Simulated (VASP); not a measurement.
Input of a VASP 6.6.1 run:

File INCAR:

```
PREC = Accurate ; ENCUT = 520
EDIFF = 1E-6 ; ISMEAR = 0
SIGMA = 0.05 ; LREAL = False
LASPH = True ; NELM = 80
ALGO = Normal ; ISIF = 2
LWAVE = False ; LCHARG = False
GGA = PE ; NBANDS = 46
```

KPOINTS

```
regular mesh
0
Gamma
  4 4 8
```

The input POSCAR:

```
Zn4HO4
1.0
    5.6098780345      0.0000000000      0.0000000000
    0.0000000000      5.6098780345      0.0000000000
    0.0000000000      0.0000000000      3.2790255992
Zn O H
4 4 1
Direct
    0.1816262562      0.1816262562      0.5000000000
    0.8183737438      0.8183737438      0.5000000000
    0.6816262562      0.3183737438      0.0000000000
    0.3183737438      0.6816262562      0.0000000000
    0.8184651117      0.1815348883      0.5000000000
    0.1815348883      0.8184651117      0.5000000000
    0.6815348883      0.6815348883      0.0000000000
    0.3184651117      0.3184651117      0.0000000000
    0.9999176225      0.1933737438      0.5000000000
```

Potentials or basis: VASP PAW PBE potentials, release 64 (Zn, O, H).

Run with:

```console
$ cat potpaw_PBE.64/Zn/POTCAR potpaw_PBE.64/O/POTCAR potpaw_PBE.64/H/POTCAR > POTCAR
$ mpirun -np 1 vasp_std > vasp.out
```

**Question.** Estimate the band gap on the k mesh.

**Answer.** Zero (an odd number of electrons rules out a gap without spin polarisation).

**Question.** Predict the largest force.

**Answer.** 27.740 eV/Å.

**Question.** Predict the pressure.

**Answer.** 23.8 GPa.

Forces on the atoms (eV/Å):
```
Zn   27.680  -1.818   0.000
Zn   -0.085  -1.218   0.000
Zn   -0.850   0.949   0.000
Zn   -0.011   0.085   0.000
O    -3.516  -0.253   0.000
O    -0.176   0.304   0.000
O     0.069  -0.017   0.000
O     0.273  -0.147   0.000
H   -23.384   2.116   0.000
```

Caveat: atoms lie so close that the PAW spheres overlap strongly, which falsifies energies and pressures; an odd number of electrons without spin polarisation forces a metal; a magnetic or distorted state may lie lower.
